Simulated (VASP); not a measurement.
Input of a VASP 6.6.1 run:

Contents of POSCAR:

```
Ti
1.0
   -1.6518678664      1.6518678664      1.6518678664
    1.6518678664     -1.6518678664      1.6518678664
    1.6518678664      1.6518678664     -1.6518678664
Ti
1
Direct
    0.0000000000      0.0000000000      0.0000000000
```

INCAR.step1

```
SYSTEM = Ti
PREC = Accurate
ENCUT = 520
EDIFF = 1E-5
ISMEAR = -1
SIGMA = 0.05
LREAL = .FALSE.
LASPH = .TRUE.
NELM = 60
ALGO = Normal
ISIF = 2
LWAVE = .TRUE.
LCHARG = .FALSE.
GGA = PE
NBANDS = 12
```

Contents of INCAR.step2:

```
SYSTEM = Ti
PREC = Accurate
ENCUT = 520
EDIFF = 1E-7
ISMEAR = -1
SIGMA = 0.05
LREAL = .FALSE.
LASPH = .TRUE.
NELM = 60
ALGO = Normal
ISIF = 2
LWAVE = .FALSE.
LCHARG = .FALSE.
GGA = PE
LHFCALC = .TRUE.
HFSCREEN = 0.2079
PRECFOCK = Normal
ISTART = 1
NBANDS = 12
```

The input KPOINTS:

```
Automatic mesh
0
G
  8 8 8
  0 0 0
```

Potentials or basis: VASP PAW PBE potentials, release 64 (Ti_sv).

Command:

```bash
$ cat potpaw_PBE.64/Ti_sv/POTCAR > POTCAR
$ cp INCAR.step1 INCAR
$ mpirun -np 1 vasp_std > vasp.out
$ cp INCAR.step2 INCAR
$ mpirun -np 1 vasp_std > vasp.out
```

(1) Predict the pressure.

(2) What does it give for the band gap on the k mesh?

## Answers

(1) -5.5 GPa.

(2) zero (bands 6 and 7 overlap by 2.47 eV).

Caveat: the cell stands under tension; the PAW data sets were made with another functional, which shifts forces and pressure a little.
